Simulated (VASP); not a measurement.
# Ca (P6_3/mmc) in VASP: further runs, part 2 of 2

VASP 6.6.1. Earlier steps stand in the parts before.

### Step 3. Single point, PBEsol (17.54 Å³/atom)

INCAR reads:

```
ALGO     = Normal         # electronic algorithm
EDIFF    = 1E-6           # SCF threshold, eV
ENCUT    = 520            # plane-wave cutoff, eV
GGA      = PS             # functional
ISIF     = 2              # what is computed and relaxed
ISMEAR   = -1             # smearing method
LASPH    = T              # aspherical terms in the spheres
LCHARG   = T              # write CHGCAR
LELF     = T              # ELF
LREAL    = F              # projectors in reciprocal space
LVHAR    = T            
LWAVE    = F              # write WAVECAR
NBANDS   = 17             # bands
NELM     = 80             # most SCF steps
PREC     = Accurate       # precision mode
SIGMA    = 0.08           # smearing width, eV
```

KPOINTS reads:

```
k-points
0
Gamma
  11 11 6
```

POSCAR reads:

```
Ca
1.0
    2.9186007646      0.0000000000      0.0000000000
   -1.4593003823      2.5275824057      0.0000000000
    0.0000000000      0.0000000000      4.7557089170
Ca
2
Direct
    0.3333333333      0.6666666667      0.2500000000
    0.6666666667      0.3333333333      0.7500000000
```

Potentials or basis: VASP PAW PBE potentials, release 64 (Ca_sv).

Run with:

```console
$ cat potpaw_PBE.64/Ca_sv/POTCAR > POTCAR
$ mpirun -np 1 vasp_std > vasp.out
```

OUTCAR:

```text
EDIFF = 1E-6
   ENCUT = 520
   GGA = PS
   ISIF = 2
   ISMEAR = -1
   LASPH = T
   LREAL = F
   NELM = 80
   PREC = Accurate

 ion  position               nearest neighbor table
   1  0.333  0.667  0.250-   2 2.91   2 2.91   2 2.91   2 2.91   2 2.91   2 2.91
   2  0.667  0.333  0.750-   1 2.91   1 2.91   1 2.91   1 2.91   1 2.91   1 2.91

  LATTYP: Found a hexagonal cell.
 ALAT       =     2.9186007646
 C/A-ratio  =     1.6294482530

  Lattice vectors:

 A1 = (   2.9186007646,   0.0000000000,   0.0000000000)
 A2 = (  -1.4593003823,   2.5275824057,   0.0000000000)
 A3 = (   0.0000000000,   0.0000000000,   4.7557089170)

Analysis of symmetry for initial positions (statically):
=====================================================================
 Subroutine PRICEL returns:
 Original cell was already a primitive cell.

 Routine SETGRP: Setting up the symmetry group for a
 hexagonal supercell.

 Subroutine GETGRP returns: Found 24 space group operations
 (whereof 12 operations were pure point group operations)
 out of a pool of 24 trial point group operations.

[... 161 lines left out ...]

  energy without entropy =       -0.16577625  energy(sigma->0) =       -0.18192230

 E-fermi :   6.6008     XC(G=0): -11.2233

 val. band max:        6.5883692862   @ k =   0.2727   0.0909   0.0000
 cond. band min:       6.6438337983   @ k =   0.2727   0.1818   0.0000
 fundamental gap:      0.0554645120
 Fermi energy:         6.6008067730

 k-point     1 :       0.0000    0.0000    0.0000
  band No.  band energies     occupation
      1     -33.9512      2.00000
      2     -33.4492      2.00000
      3     -16.0591      2.00000
      4     -14.1523      2.00000
      5     -14.1523      2.00000
      6     -13.9030      2.00000
[... 457 lines left out ...]
      4     -14.8895      2.00000
      5     -14.7747      2.00000
      6     -14.3693      2.00000
[... 9 lines left out ...]
     16      11.4149      0.00000
     17      11.9750      0.00000

 [... further k-points ...]

------------------------ aborting loop because EDIFF is reached ----------------------------------------

  FORCE on cell =-STRESS in cart. coord.  units (eV):
  Direction    XX          YY          ZZ          XY          YZ          ZX
  --------------------------------------------------------------------------------------
  -------------------------------------------------------------------------------------
  Total       10.2454463     10.2454463     10.0875104     -0.0000000      0.0000000      0.0000000
  in kB      467.8926053    467.8926053    460.6799359     -0.0000000      0.0000000      0.0000000
  external PRESSURE =     465.4883822 kB  Pullay stress =       0.0000000 kB

 VOLUME and BASIS-vectors are now :
 -----------------------------------------------------------------------------
  energy-cutoff  :      520.00
  volume of cell :       35.08
      direct lattice vectors                 reciprocal lattice vectors
     2.918600765  0.000000000  0.000000000     0.342629938  0.197817487  0.000000000
    -1.459300382  2.527582406  0.000000000     0.000000000  0.395634974  0.000000000
     0.000000000  0.000000000  4.755708917     0.000000000  0.000000000  0.210273593

 POSITION                                       TOTAL-FORCE (eV/Angst)
 -----------------------------------------------------------------------------------
     -0.00000      1.68505      1.18893         0.000000      0.000000      0.000000
      1.45930      0.84253      3.56678        -0.000000     -0.000000      0.000000
 -----------------------------------------------------------------------------------
    total drift:                               -0.000000      0.000000     -0.000000

  FREE ENERGIE OF THE ION-ELECTRON SYSTEM (eV)
  ---------------------------------------------------
  free  energy   TOTEN  =        -0.1980683486 eV

  energy  without entropy=       -0.1657762496  energy(sigma->0) =       -0.18192230
```

It took 16 s on 1 thread of AMD EPYC 9R45 (Zen 5), shared host; peak memory 0.14 GiB.

What came out:

| Quantity | Value |
| --- | --- |
| Free energy | -0.1981 eV |
| Pressure | 46.5 GPa |
| Band gap on the k mesh | zero (bands 10 and 11 overlap by 1.16 eV) |

Stress tensor (GPa, compression positive):
```
46.79  0.00  0.00
 0.00 46.79  0.00
 0.00  0.00 46.07
```

Caveat: the cell stands under pressure; the PAW data sets were made with another functional, which shifts forces and pressure a little.

The gap in the log of VASP goes by the Fermi energy; the results here count the filled bands.